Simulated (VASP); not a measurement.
Here is a VASP 6.6.1 calculation.

INCAR

```
PREC     = Accurate       # precision mode
ENCUT    = 520            # plane-wave cutoff, eV
EDIFF    = 1E-6           # SCF threshold, eV
ISMEAR   = -1             # smearing method
SIGMA    = 0.05           # smearing width, eV
LREAL    = F              # projectors in reciprocal space
LASPH    = T              # aspherical terms in the spheres
NELM     = 60             # most SCF steps
ALGO     = Normal         # electronic algorithm
ISIF     = 2              # what is computed and relaxed
LWAVE    = F              # write WAVECAR
LCHARG   = F              # write CHGCAR
GGA      = PS             # functional
NBANDS   = 28             # bands
```

Contents of KPOINTS:

```
regular mesh
0
Gamma
  5 5 8
```

Contents of POSCAR:

```
La2O3
1.0
    6.4541017056      0.0000000000      0.0000000000
   -3.2270508527      5.5894160357      0.0000000000
    0.0000000000      0.0000000000      3.3331872572
La O
2 3
Direct
    0.6666666667      0.3333333333      0.4981030000
    0.3333333333      0.6666666667      0.5018970000
    0.5046070000      0.0000000000      0.0000000000
    0.0000000000      0.5046070000      0.0000000000
    0.4953930000      0.4953930000      0.0000000000
```

Potentials or basis: VASP PAW PBE potentials, release 64 (La, O).

Command:

```sh
$ cat potpaw_PBE.64/La/POTCAR potpaw_PBE.64/O/POTCAR > POTCAR
$ mpirun -np 1 vasp_std > vasp.out
```

(1) Predict the largest force.

(2) What does it give for the pressure?

(3) Predict the band gap on the k mesh.

## Answers

(1) 0.054 eV/Å.

(2) -6.3 GPa.

(3) 1.74 eV (least direct gap 2.07 eV).

Caveat: the cell stands under tension; the PAW data sets were made with another functional, which shifts forces and pressure a little; spin-orbit coupling is left out, which moves the levels of the heavy elements.
